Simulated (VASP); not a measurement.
# MgO (Fm-3m) in VASP: further runs

The runs below take MgO through single point, relaxation of cell and atoms, with r2SCAN+rVV10.

Everything below comes from runs of VASP 6.6.1. Logs are shortened: lines on timing, memory, paths and dates and some standing lists are left out, and cuts for length are marked.

## Step 1: The cell of the first run

The structure is cubic, space group Fm-3m (No. 225). Conventional cell: a = 4.109 Å, b = 4.109 Å, c = 4.109 Å, α = 90.00°, β = 90.00°, γ = 90.00°. Mg (site symmetry m-3m) has 6 O at 2.05 Å within 2.7 Å. O (site symmetry m-3m) has 6 Mg at 2.05 Å within 2.7 Å.

## Step 2: Single point, r2SCAN+rVV10

File POSCAR:

```
MgO
1.0
    0.0000000000      2.0545452210      2.0545452210
    2.0545452210      0.0000000000      2.0545452210
    2.0545452210      2.0545452210      0.0000000000
Mg O
1 1
Direct
    0.0000000000      0.0000000000      0.0000000000
    0.5000000000      0.5000000000      0.5000000000
```

File INCAR.step1:

```
SYSTEM = MgO
ALGO     = Normal         ! electronic algorithm
EDIFF    = 1E-5           ! SCF threshold, eV
ENCUT    = 660            ! plane-wave cutoff, eV
GGA      = PE             ! functional
GGA_COMPAT= .False.      
ISMEAR   = 0              ! smearing method
LASPH    = .True.         ! aspherical terms in the spheres
LCHARG   = .False.        ! write CHGCAR
LREAL    = .False.        ! projectors in reciprocal space
LWAVE    = .True.         ! write WAVECAR
NBANDS   = 11             ! bands
NELM     = 120            ! most SCF steps
PREC     = Accurate       ! precision mode
SIGMA    = 0.02           ! smearing width, eV
```

File INCAR.step2:

```
SYSTEM = MgO
ALGO     = Normal         ! electronic algorithm
BPARAM   = 11.95        
CPARAM   = 0.0093       
EDIFF    = 1E-6           ! SCF threshold, eV
ENCUT    = 660            ! plane-wave cutoff, eV
GGA_COMPAT= .False.      
ISIF     = 2              ! what is computed and relaxed
ISMEAR   = 0              ! smearing method
ISTART   = 1            
IVDW_NL  = 2            
LASPH    = .True.         ! aspherical terms in the spheres
LCHARG   = .False.        ! write CHGCAR
LMIXTAU  = .True.       
LREAL    = .False.        ! projectors in reciprocal space
LUSE_VDW = .True.       
LWAVE    = .False.        ! write WAVECAR
METAGGA  = R2SCAN         ! meta-GGA
NBANDS   = 11             ! bands
NELM     = 120            ! most SCF steps
PREC     = Accurate       ! precision mode
SIGMA    = 0.02           ! smearing width, eV
```

File KPOINTS:

```
k-points
0
Gamma
  10 10 10
  0 0 0
```

Potentials or basis: VASP PAW PBE potentials, release 64 (Mg, O).

Launch:

```console
$ cat potpaw_PBE.64/Mg/POTCAR potpaw_PBE.64/O/POTCAR > POTCAR
$ cp INCAR.step1 INCAR
$ mpirun -np 1 vasp_std > vasp.out
$ cp INCAR.step2 INCAR
$ mpirun -np 1 vasp_std > vasp.out
```

OUTCAR:

```text
SYSTEM = MgO
   BPARAM = 11.95
   EDIFF = 1E-6
   ENCUT = 660
   ISIF = 2
   ISMEAR = 0
   ISTART = 1
   IVDW_NL = 2
   LASPH = .True.
   LREAL = .False.
   METAGGA = R2SCAN
   NELM = 120
   PREC = Accurate

 ion  position               nearest neighbor table
   1  0.000  0.000  0.000-   2 2.05   2 2.05   2 2.05   2 2.05   2 2.05   2 2.05
   2  0.500  0.500  0.500-   1 2.05   1 2.05   1 2.05   1 2.05   1 2.05   1 2.05

  LATTYP: Found a face centered cubic cell.
 ALAT       =     4.1090904420

  Lattice vectors:

 A1 = (   0.0000000000,   2.0545452210,   2.0545452210)
 A2 = (   2.0545452210,   0.0000000000,   2.0545452210)
 A3 = (   2.0545452210,   2.0545452210,   0.0000000000)

Analysis of symmetry for initial positions (statically):
=====================================================================
 Subroutine PRICEL returns:
 Original cell was already a primitive cell.

 Routine SETGRP: Setting up the symmetry group for a
 face centered cubic supercell.

 Subroutine GETGRP returns: Found 48 space group operations
 (whereof 48 operations were pure point group operations)
 out of a pool of 48 trial point group operations.

The static configuration has the point symmetry O_h .

Analysis of symmetry for dynamics (positions and initial velocities):
=====================================================================
 Subroutine PRICEL returns:
 Original cell was already a primitive cell.

 Routine SETGRP: Setting up the symmetry group for a
 face centered cubic supercell.

 Subroutine GETGRP returns: Found 48 space group operations
 (whereof 48 operations were pure point group operations)
 out of a pool of 48 trial point group operations.

The dynamic configuration has the point symmetry O_h .

 Subroutine INISYM returns: Found 48 space group operations
 (whereof 48 operations are pure point group operations),
 and found     1 'primitive' translations

----------------------------------------------------------------------------------------

                                     Primitive cell

  volume of cell :      17.3451

  direct lattice vectors                    reciprocal lattice vectors
     0.000000000  2.054545221  2.054545221    -0.243362860  0.243362860  0.243362860
     2.054545221  0.000000000  2.054545221     0.243362860 -0.243362860  0.243362860
     2.054545221  2.054545221  0.000000000     0.243362860  0.243362860 -0.243362860

  length of vectors
     2.905565716  2.905565716  2.905565716     0.421516837  0.421516837  0.421516837

[... 90 lines left out ...]
   PSTRESS=    0.0 pullay stress
   NELECT =       8.0000    total number of electrons
   NUPDOWN=      -1.0000    fix difference up-down
   EMIN   =  10.00;   EMAX   =-10.00  energy-range for DOS
   EFERMI =   0.00;   METHOD = LEGACY
   ISMEAR =     0;   SIGMA  =   0.02  broadening in eV -4-tet -1-fermi 0-gaus
   EFERMI_NEDOS =   21; number of points for ismear=-14 and -15
   IALGO  =     38    algorithm
   IMIX   =      4    mixing-type and parameters
     AMIX     =   0.40;   BMIX     =  1.00
     AMIX_MAG =   1.60;   BMIX_MAG =  1.00
  volume/ion in A,a.u.               =       8.67        58.53
  Fermi-wavevector in a.u.,A,eV,Ry     =   1.264870  2.390257 21.767898  1.599895
  Thomas-Fermi vector in A             =   2.398152
   LORBIT       =      0    0 simple, 1 ext, 2 COOP (PROOUT), +10 PAW based schemes
   METAGGA = R2SCAN    functional components
   LHFCALC =     F    Hartree Fock is set to
   AEXX    =    0.0000 exact exchange contribution
   IVDW_NL    =     2    kernel type
   BPARAM     =11.9500
   IVDW    =     0    specifies the selected vdW correction
   LEPSILON=     F    determine dielectric tensor
   LRPA    =     F    only Hartree local field effects (RPA)
 non-spin polarized calculation
 Gauss-broadening in eV      SIGMA  =   0.02
  energy-cutoff  :      660.00
  volume of cell :       17.35
 maximum number of plane-waves:       692
   NGX = 13   NGY = 13   NGZ = 13

 number of electron       7.9999997 magnetization

 Free energy of the ion-electron system (eV)
  ---------------------------------------------------
  ext. energy  EPLUGINS =         0.00000000
  ---------------------------------------------------
  free energy    TOTEN  =       -15.86264721 eV

  energy without entropy =      -15.86264721  energy(sigma->0) =      -15.86264721

 E-fermi :   3.4137     XC(G=0): -12.0210

 val. band max:        3.3305496357   @ k =   0.0000   0.0000   0.0000
 cond. band min:       9.6822577080   @ k =   0.0000   0.0000   0.0000
 fundamental gap:      6.3517080723
 Fermi energy:         3.4137332475

 k-point     1 :       0.0000    0.0000    0.0000
  band No.  band energies     occupation
      1     -15.2696      2.00000
      2       3.3305      2.00000
      3       3.3305      2.00000
      4       3.3305      2.00000
      5       9.6823      0.00000
      6      20.5640      0.00000
      7      20.5640      0.00000
      8      20.5640      0.00000
      9      24.9030      0.00000
     10      26.7936      0.00000
     11      26.7936      0.00000
[... 309 lines left out ...]
 k-point    24 :       0.4000    0.3000    0.0000
  band No.  band energies     occupation
      1     -13.8865      2.00000
      2      -0.5161      2.00000
      3       1.8951      2.00000
      4       2.1291      2.00000
      5      14.3854      0.00000
      6      14.9623      0.00000
      7      18.9150      0.00000
      8      23.7988      0.00000
      9      24.0395      0.00000
     10      30.5581      0.00000
     11      33.3805      0.00000

 [... further k-points ...]

------------------------ aborting loop because EDIFF is reached ----------------------------------------

  FORCE on cell =-STRESS in cart. coord.  units (eV):
  Direction    XX          YY          ZZ          XY          YZ          ZX
  --------------------------------------------------------------------------------------
  -------------------------------------------------------------------------------------
  Total        1.1513540      1.1513540      1.1513540     -0.0000000      0.0000000      0.0000000
  in kB      106.3511855    106.3511855    106.3511855     -0.0000000      0.0000000      0.0000000
  external PRESSURE =     106.3511855 kB  Pullay stress =       0.0000000 kB

 VOLUME and BASIS-vectors are now :
 -----------------------------------------------------------------------------
  energy-cutoff  :      660.00
  volume of cell :       17.35
      direct lattice vectors                 reciprocal lattice vectors
     0.000000000  2.054545221  2.054545221    -0.243362860  0.243362860  0.243362860
     2.054545221  0.000000000  2.054545221     0.243362860 -0.243362860  0.243362860
     2.054545221  2.054545221  0.000000000     0.243362860  0.243362860 -0.243362860

 POSITION                                       TOTAL-FORCE (eV/Angst)
 -----------------------------------------------------------------------------------
      0.00000      0.00000      0.00000        -0.000000     -0.000000      0.000000
      2.05455      2.05455      2.05455         0.000000      0.000000     -0.000000
 -----------------------------------------------------------------------------------
    total drift:                               -0.000000     -0.000000      0.000000

  FREE ENERGIE OF THE ION-ELECTRON SYSTEM (eV)
  ---------------------------------------------------
  free  energy   TOTEN  =       -15.8626472134 eV

  energy  without entropy=      -15.8626472134  energy(sigma->0) =      -15.86264721
```

OUTCAR.step1:

```text
SYSTEM = MgO
   EDIFF = 1E-5
   ENCUT = 660
   GGA = PE
   ISMEAR = 0
   LASPH = .True.
   LREAL = .False.
[... 556 lines left out ...]
      0.00000      0.00000      0.00000        -0.000000     -0.000000      0.000000
      2.05455      2.05455      2.05455         0.000000      0.000000     -0.000000
 -----------------------------------------------------------------------------------
    total drift:                               -0.000000     -0.000000      0.000000

  FREE ENERGIE OF THE ION-ELECTRON SYSTEM (eV)
  ---------------------------------------------------
  free  energy   TOTEN  =       -11.8204475870 eV

  energy  without entropy=      -11.8204475870  energy(sigma->0) =      -11.82044759
```

Wall time 43 s (1 thread of Intel Xeon Platinum 8559C (Emerald Rapids), shared host); peak memory 0.22 GiB.

What came out:

| Quantity | Value |
| --- | --- |
| Free energy | -15.8626 eV |
| Pressure | 10.6 GPa |
| Band gap on the k mesh | 6.35 eV |

Caveat: the cell stands under pressure; the PAW data sets were made with another functional, which shifts forces and pressure a little. r2SCAN opens gaps a little over a GGA but as a rule still falls short of measured ones.

## Step 3: Relaxation of cell and atoms, r2SCAN+rVV10, target pressure 12 GPa, at which the enthalpy is minimised

This run uses another cell than the first one, of 9.37 Å³/atom.

File POSCAR:

```
MgO
1.0
    0.0000000000      2.1085000000      2.1085000000
    2.1085000000      0.0000000000      2.1085000000
    2.1085000000      2.1085000000      0.0000000000
Mg O
1 1
Direct
    0.0000000000      0.0000000000      0.0000000000
    0.5000000000      0.5000000000      0.5000000000
```

File INCAR.step1:

```
SYSTEM = MgO
ALGO     = Normal         ! electronic algorithm
EDIFF    = 1E-5           ! SCF threshold, eV
EDIFFG   = -0.005         ! ionic threshold
ENCUT    = 660            ! plane-wave cutoff, eV
GGA      = PE             ! functional
GGA_COMPAT= .FALSE.      
IBRION   = 2              ! ionic algorithm
ISIF     = 3              ! what is computed and relaxed
ISMEAR   = 0              ! smearing method
LASPH    = .TRUE.         ! aspherical terms in the spheres
LCHARG   = .FALSE.        ! write CHGCAR
LREAL    = .FALSE.        ! projectors in reciprocal space
LWAVE    = .TRUE.         ! write WAVECAR
NELM     = 120            ! most SCF steps
NELMIN   = 4            
NSW      = 100            ! ionic steps
PREC     = Accurate       ! precision mode
SIGMA    = 0.02           ! smearing width, eV
```

File INCAR.step2:

```
SYSTEM = MgO
ALGO     = Normal         ! electronic algorithm
BPARAM   = 11.95        
CPARAM   = 0.0093       
EDIFF    = 1E-7           ! SCF threshold, eV
EDIFFG   = -0.002         ! ionic threshold
ENCUT    = 660            ! plane-wave cutoff, eV
GGA_COMPAT= .FALSE.      
IBRION   = 2              ! ionic algorithm
ISIF     = 3              ! what is computed and relaxed
ISMEAR   = 0              ! smearing method
ISTART   = 1            
IVDW_NL  = 2            
LASPH    = .TRUE.         ! aspherical terms in the spheres
LCHARG   = .FALSE.        ! write CHGCAR
LMIXTAU  = .TRUE.       
LREAL    = .FALSE.        ! projectors in reciprocal space
LUSE_VDW = .TRUE.       
LWAVE    = .FALSE.        ! write WAVECAR
METAGGA  = R2SCAN         ! meta-GGA
NELM     = 120            ! most SCF steps
NELMIN   = 4            
NSW      = 100            ! ionic steps
PREC     = Accurate       ! precision mode
PSTRESS  = 120.0        
SIGMA    = 0.02           ! smearing width, eV
```

File KPOINTS:

```
k-points
0
G
  10 10 10
  0 0 0
```

Potentials or basis: VASP PAW PBE potentials, release 64 (Mg, O).

Launch:

```console
$ cat potpaw_PBE.64/Mg/POTCAR potpaw_PBE.64/O/POTCAR > POTCAR
$ cp INCAR.step1 INCAR
$ mpirun -np 1 vasp_std > vasp.out
$ cp INCAR.step2 INCAR
$ mpirun -np 1 vasp_std > vasp.out
```

Wall time 5.6 min (1 thread of Intel Xeon Platinum 8559C (Emerald Rapids), shared host); peak memory 0.28 GiB.

It converged, with:

```yaml
Free_energy: -15.8594 eV
Relaxed_volume: 8.62 Å³/atom
Relaxed_cell: a = 2.900 Å, b = 2.900 Å, c = 2.900 Å, α = 60.00°, β = 60.00°, γ = 60.00°
Space_group_after_relaxing_to_0.1_Å: Fm-3m (No. 225)
Energy_change_on_relaxing_the_run_minimises_the_enthalpy: +16.4 meV/atom
Ionic_steps: 6
Pressure_after_relaxing: 12.0 GPa
Band_gap_on_the_k_mesh: 6.42 eV
```

The path:
| step | energy change (eV) | largest force (eV/Å) | pressure (GPa) | volume (Å³) |
| --- | --- | --- | --- | --- |
| 1 | 0.0000 | 0.0000 | -3.89 | 18.75 |
| 2 | 0.1368 | 0.0000 | 25.43 | 16.34 |
| 3 | 0.0323 | 0.0000 | 11.92 | 17.25 |
| 4 | 0.0345 | 0.0000 | 12.30 | 17.22 |
| 5 | 0.0317 | 0.0000 | 11.82 | 17.26 |
| 6 | 0.0328 | 0.0000 | 11.99 | 17.24 |

Final structure:
```
Mg O
1.0
     0.00000    2.05045    2.05045
     2.05045    0.00000    2.05045
     2.05045    2.05045    0.00000
Mg O
1 1
Direct
  0.00000 0.00000 0.00000
  0.50000 0.50000 0.50000
```

Levels at points of the mesh, in eV from the valence-band top:
| k point | band 1 | band 2 | band 3 | band 4 | band 5 | band 6 | band 7 | band 8 |
| --- | --- | --- | --- | --- | --- | --- | --- | --- |
| (0.00, 0.00, 0.00) | -18.63 | 0.00 | 0.00 | 0.00 | 6.42 | 17.27 | 17.27 | 17.27 |
| (0.50, 0.00, 0.00) | -17.17 | -5.00 | -0.77 | -0.77 | 9.30 | 14.75 | 18.26 | 18.26 |
| (0.50, 0.50, 0.00) | -16.89 | -4.46 | -1.50 | -1.50 | 10.08 | 11.97 | 15.18 | 21.65 |

Caveat: the cell is relaxed towards a set pressure, so the run minimises the enthalpy, not the energy; the PAW data sets were made with another functional, which shifts forces and pressure a little.
